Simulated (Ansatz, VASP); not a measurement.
# Two plane-wave programs on Si8O15

INCAR

```
PREC = Accurate ; ENCUT = 520
EDIFF = 1E-6 ; ISMEAR = 0
SIGMA = 0.02 ; LREAL = Auto
LASPH = True ; NELM = 80
ALGO = Normal ; ISIF = 2
LWAVE = False ; LCHARG = False
GGA = PE ; IVDW = 12
IBRION = 2 ; NSW = 80
EDIFFG = -0.03
```

The input KPOINTS:

```
regular mesh
0
Gamma
  2 2 2
```

File POSCAR:

```
Si8O15
1.0
    0.0000000000      5.0462000000      4.4946000000
    4.0970000000      0.0000000000      4.4946000000
    4.0970000000      5.0462000000      0.0000000000
Si O
8 15
Direct
    0.2011000000      0.0489000000      0.9511000000
    0.2989000000      0.4511000000      0.0489000000
    0.7989000000      0.9511000000      0.0489000000
    0.2011000000      0.0489000000      0.4511000000
    0.7011000000      0.5489000000      0.4511000000
    0.7989000000      0.9511000000      0.5489000000
    0.2989000000      0.4511000000      0.5489000000
    0.7011000000      0.5489000000      0.9511000000
    0.4047500000      0.5138500000      0.2197500000
    0.2638500000      0.1547500000      0.6116500000
    0.3616500000      0.7197500000      0.5138500000
    0.0302500000      0.3883500000      0.3452500000
    0.0952500000      0.9861500000      0.2802500000
    0.2361500000      0.3452500000      0.8883500000
    0.1383500000      0.7802500000      0.9861500000
    0.9047500000      0.0138500000      0.7197500000
    0.7638500000      0.6547500000      0.1116500000
    0.8616500000      0.2197500000      0.0138500000
    0.9697500000      0.6116500000      0.6547500000
    0.5952500000      0.4861500000      0.7802500000
    0.7361500000      0.8452500000      0.3883500000
    0.6383500000      0.2802500000      0.4861500000
    0.5302500000      0.8883500000      0.8452500000
```

Input for Ansatz:

```yaml
crystal:
  lattice:
    - [0.0, 5.0462, 4.4946]
    - [4.097, 0.0, 4.4946]
    - [4.097, 5.0462, 0.0]
  atoms:
    - { symbol: Si, position: [0.2011, 0.0489, 0.9511] }
    - { symbol: Si, position: [0.2989, 0.4511, 0.0489] }
    - { symbol: Si, position: [0.7989, 0.9511, 0.0489] }
    - { symbol: Si, position: [0.2011, 0.0489, 0.4511] }
    - { symbol: O, position: [0.40475, 0.51385, 0.21975] }
    - { symbol: O, position: [0.26385, 0.15475, 0.61165] }
    - { symbol: O, position: [0.36165, 0.71975, 0.51385] }
    - { symbol: O, position: [0.03025, 0.38835, 0.34525] }
    - { symbol: O, position: [0.09525, 0.98615, 0.28025] }
    - { symbol: O, position: [0.23615, 0.34525, 0.88835] }
    - { symbol: O, position: [0.13835, 0.78025, 0.98615] }
    - { symbol: Si, position: [0.7011, 0.5489, 0.4511] }
    - { symbol: Si, position: [0.7989, 0.9511, 0.5489] }
    - { symbol: Si, position: [0.2989, 0.4511, 0.5489] }
    - { symbol: Si, position: [0.7011, 0.5489, 0.9511] }
    - { symbol: O, position: [0.90475, 0.01385, 0.71975] }
    - { symbol: O, position: [0.76385, 0.65475, 0.11165] }
    - { symbol: O, position: [0.86165, 0.21975, 0.01385] }
    - { symbol: O, position: [0.96975, 0.61165, 0.65475] }
    - { symbol: O, position: [0.59525, 0.48615, 0.78025] }
    - { symbol: O, position: [0.73615, 0.84525, 0.38835] }
    - { symbol: O, position: [0.63835, 0.28025, 0.48615] }
    - { symbol: O, position: [0.53025, 0.88835, 0.84525] }
basis:
  ecutwfc: 420.0
kpoints:
  mp_grid: { grid: [2, 2, 2] }
hamiltonian:
  xc: pbe
  dispersion: d3bj
  pseudopotentials: { kind: paw, azcp: { folder: soft_1 } }
scf:
  occupations: { method: gaussian, width: 0.02 }
  lower_state_search: "off"
relax:
  f_tol: 0.03
  max_steps: 60
  adjacent_minimum: "off"
output:
  write_density: true
  write_potential: true
  elf: true
  volumetric_format: npy
```

Alike in both runs: task relaxation of the atoms; functional PBE; dispersion D3(BJ); k mesh 2 × 2 × 2; occupations gaussian, width 0.02 eV; no spin polarisation.

```csv
,VASP,Ansatz
version,VASP 6.6.1,Ansatz 0.2.0
potentials or method,"VASP PAW PBE potentials, release 64 (Si, O), cutoff 520 eV","scalar-relativistic, plane waves, PAW"
valence electrons in the cell,122,122
```

|  | VASP | Ansatz | Ansatz less VASP |
| --- | --- | --- | --- |
| gap on the k mesh at the Fermi level, each at its own relaxed structure (eV) | 3.13 | 3.13 | -0.009 |

The k mesh is coarse, so the values compare programs but aren't converged.
